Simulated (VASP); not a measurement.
Wanted: the native input for a VASP 6.6.1 run.

```yaml
Task: relaxation of cell and atoms
Functional: PBEsol
Potentials_or_basis: VASP PAW PBE potentials, release 64 (Al, Sn_d)
Cutoff: 600 eV
k_mesh: 11 × 11 × 12
Occupations: fermi-dirac, width 0.05 eV
Spin: no spin polarisation
Dipole_correction: no
Further_INCAR_settings: ALGO = Normal; EDIFF = 1e-06; IBRION = 2; EDIFFG = -0.005; NSW = 70; ISIF = 3
```

The structure of AlSn lies in POSCAR:

```
AlSn
1.0
    4.1981056157      0.0000000000      0.0000000000
   -2.0990528078      3.6356661109      0.0000000000
    0.0000000000      0.0000000000      3.3068470000
Al Sn
1 1
Direct
    0.0000000000      0.0000000000      0.0000000000
    0.3333333333      0.6666666667      0.5000000000
```

These files were run (other wordings do the same):

INCAR

```
SYSTEM = AlSn
ALGO = Normal
EDIFF = 1E-6
EDIFFG = -0.005
ENCUT = 600
GGA = PS
IBRION = 2
ISIF = 3
ISMEAR = -1
LASPH = .TRUE.
LCHARG = .FALSE.
LREAL = .FALSE.
LWAVE = .FALSE.
NELM = 80
NSW = 70
PREC = Accurate
SIGMA = 0.05
```

KPOINTS

```
k-points
0
G
  11 11 12
  0 0 0
```

Potentials or basis: VASP PAW PBE potentials, release 64 (Al, Sn_d).

Command:

```console
$ cat potpaw_PBE.64/Al/POTCAR potpaw_PBE.64/Sn_d/POTCAR > POTCAR
$ mpirun -np 1 vasp_std > vasp.out
```

Results of the run:

```yaml
Relaxed_volume: 24.35 Å³/atom
Relaxed_cell: a = 4.211 Å, b = 4.211 Å, c = 3.172 Å, α = 90.00°, β = 90.00°, γ = 120.00°
Space_group_after_relaxing_to_0.1_Å: P-6m2 (No. 187)
Energy_gained_by_relaxing: 9.1 meV/atom
Ionic_steps: 13
Pressure_after_relaxing: 0.0 GPa
Band_gap_on_the_k_mesh: zero (an odd number of electrons rules out a gap without spin polarisation)
```

Caveat: the PAW data sets were made with another functional, which shifts forces and pressure a little; spin-orbit coupling is left out, which moves the levels of the heavy elements.

Run time: 4 min on 1 thread of Intel(R) Xeon(R) 6975P-C (Granite Rapids) (shared host), peak memory 0.25 GiB.
